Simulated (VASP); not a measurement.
Input of a VASP 6.6.1 run:

File INCAR:

```
ALGO = Fast
EDIFF = 1E-7
ENCUT = 520
GGA = PS
ISIF = 2
ISMEAR = 0
IVDW = 12
LASPH = T
LCHARG = F
LREAL = F
LWAVE = F
NBANDS = 30
NELM = 60
PREC = Accurate
SIGMA = 0.1
```

File KPOINTS:

```
k-points
0
Gamma
  14 14 14
```

The input POSCAR:

```
Ga3Sb
1.0
   -2.0930456793      2.0930456793      4.4761531253
    2.0930456793     -2.0930456793      4.4761531253
    2.0930456793      2.0930456793     -4.4761531253
Ga Sb
3 1
Direct
    0.7500000000      0.2500000000      0.5000000000
    0.2500000000      0.7500000000      0.5000000000
    0.5000000000      0.5000000000      0.0000000000
    0.0000000000      0.0000000000      0.0000000000
```

Potentials or basis: VASP PAW PBE potentials, release 64 (Ga_d, Sb).

Run with:

```bash
$ cat potpaw_PBE.64/Ga_d/POTCAR potpaw_PBE.64/Sb/POTCAR > POTCAR
$ mpirun -np 1 vasp_std > vasp.out
```

(1) Estimate the pressure.

(2) Estimate the dispersion energy per atom.

Answers

(1) 0.1 GPa.

(2) -0.375 eV.

Caveat: the PAW data sets were made with another functional, which shifts forces and pressure a little.
